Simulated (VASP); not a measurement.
Write the native input for VASP 6.6.1 that does the following.

- Task: electric field gradients
- Functional: PBE
- Potentials or basis: VASP PAW PBE potentials, release 64 (Ga_d)
- Cutoff: 520 eV
- k mesh: 15 × 15 × 13
- Occupations: fermi-dirac, width 0.05 eV
- Spin: no spin polarisation
- Dipole correction: no
- Further INCAR settings: ALGO = Normal; EDIFF = 1e-08; NBANDS = 20

The structure of Ga lies in POSCAR:

```
Ga
1.0
    1.4500000000     -4.0650000000      0.0000000000
    1.4500000000      4.0650000000      0.0000000000
    0.0000000000      0.0000000000      3.1700000000
Ga
2
Direct
    0.8670000000      0.1330000000      0.2500000000
    0.1330000000      0.8670000000      0.7500000000
```

The input as run:

INCAR

```
SYSTEM = Ga
PREC = Accurate ; ENCUT = 520
EDIFF = 1E-8 ; ISMEAR = -1
SIGMA = 0.05 ; LREAL = .False.
LASPH = .True. ; NELM = 60
ALGO = Normal ; ISIF = 2
LWAVE = .False. ; LCHARG = .False.
GGA = PE ; LEFG = .True.
NBANDS = 20
```

KPOINTS

```
Automatic mesh
0
Gamma
  15 15 13
  0 0 0
```

Potentials or basis: VASP PAW PBE potentials, release 64 (Ga_d).

Launch:

```console
$ cat potpaw_PBE.64/Ga_d/POTCAR > POTCAR
$ mpirun -np 1 vasp_std > vasp.out
```

It gave:

```yaml
Pressure: 1.7 GPa
Largest_force: 0.200 eV/Å
Band_gap_on_the_k_mesh: zero (bands 13 and 14 overlap by 8.73 eV)
Largest_electric_field_gradient_by_atom: Ga -24.0 V/Å²
```

Caveat: without QUAD_EFG the Cq values of the log hold for a quadrupole moment of 1 mb, not for the nuclei.

Wall time 6 min on 1 thread of Oxide Virtual Turin-like Processor, with other jobs on the host, peak memory 0.34 GiB.
